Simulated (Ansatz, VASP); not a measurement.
**PbS in VASP and in Ansatz**

```
CELL_PARAMETERS angstrom
2.09757 1.21103 3.42799
-2.09757 1.21103 3.42799
0.00000 -2.42206 3.42799
ATOMIC_POSITIONS crystal
Pb 0.97799 0.97799 0.97799
S 0.47761 0.47761 0.47761
```

Alike in both runs: task single point; functional PBE; dispersion D3(BJ); k mesh 12 × 12 × 12; occupations gaussian, width 0.03 eV; no spin polarisation.

|  | VASP | Ansatz |
| --- | --- | --- |
| version | VASP 6.6.1 | Ansatz 0.2.0 |
| potentials or method | VASP PAW PBE potentials, release 64 (Pb_d, S), cutoff 520 eV | scalar-relativistic, plane waves, PAW |
| valence electrons in the cell | 20 | 20 |

VASP gave:

| Quantity | Value |
| --- | --- |
| gap on the k mesh at the Fermi level (eV) | 0.37 |
| least direct gap on the mesh (eV) | 0.37 |
| pressure (GPa) | -0.1 |

Q: Estimate Ansatz's values.

A: gap on the k mesh at the Fermi level (eV): 0.36; least direct gap on the mesh (eV): 0.36; pressure (GPa): 0.0.

Spin-orbit coupling is off throughout.
